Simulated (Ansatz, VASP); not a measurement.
**Pd in VASP and in Ansatz**

The input INCAR:

```
SYSTEM = Pd
PREC = Accurate
ENCUT = 520
EDIFF = 1E-6
ISMEAR = -1
SIGMA = 0.05
LREAL = .False.
LASPH = .True.
NELM = 150
ALGO = Normal
ISIF = 2
LWAVE = .False.
LCHARG = .True.
ISPIN = 2
MAGMOM = 0.5
LORBIT = 11
LMAXMIX = 4
GGA = CA
LELF = .True.
LVHAR = .True.
NBANDS = 15
```

File KPOINTS:

```
Automatic mesh
0
Gamma
  23 23 23
  0 0 0
```

The input POSCAR:

```
Pd
1.0
    0.0000000000      1.9202770988      1.9202770988
    1.9202770988      0.0000000000      1.9202770988
    1.9202770988      1.9202770988      0.0000000000
Pd
1
Direct
    0.0000000000      0.0000000000      0.0000000000
```

Input for Ansatz:

```yaml
crystal:
  lattice:
    - [0.0, 1.9202770907, 1.9202770907]
    - [1.9202770907, 0.0, 1.9202770907]
    - [1.9202770907, 1.9202770907, 0.0]
  atoms:
    - { symbol: Pd, position: [0.0, 0.0, 0.0], spin: 0.5 }
hamiltonian:
  xc: lda
  pseudopotentials:
    kind: paw
    azcp:
      Pd: "pseudopotentials/Pd.paw.azcp"
basis:
  ecutwfc: 420
  fft_grid_basis: typed
kpoints:
  mp_grid: { grid: [23, 23, 23], shift: [0, 0, 0] }
magnetization:
  spin_polarized: true
scf:
  occupations: { method: fermi_dirac, width: 0.05 }
output:
  stress: true
```

Alike in both runs: task single point; functional LDA; k mesh 23 × 23 × 23; occupations fermi-dirac, width 0.05 eV; collinear spin.

```csv
,VASP,Ansatz
version,VASP 6.6.1,Ansatz 0.2.0
potentials or method,"VASP PAW LDA potentials, release 64 (Pd), cutoff 520 eV","plane waves (420 eV) with PAW, scalar-relativistic"
valence electrons in the cell,10,18
```

Ansatz gave:

| Property | Result |
| --- | --- |
| pressure (GPa) | -0.2 |
| net moment per atom (μB) | 0.00 |

**Question.** What did VASP give for the same quantities?

**Answer.** Pressure (GPa): 0.0; net moment per atom (μB): 0.00.

Ansatz warns that its potentials were made for another functional, while VASP's fit it. LDA's correlation is that of Perdew and Zunger in VASP and of Perdew and Wang (1992) in Ansatz. VASP's potentials hold 10 valence electrons a cell and Ansatz's 18, so a difference there can come from the potentials and not from the codes. Ansatz's warnings: seeded moment not kept.
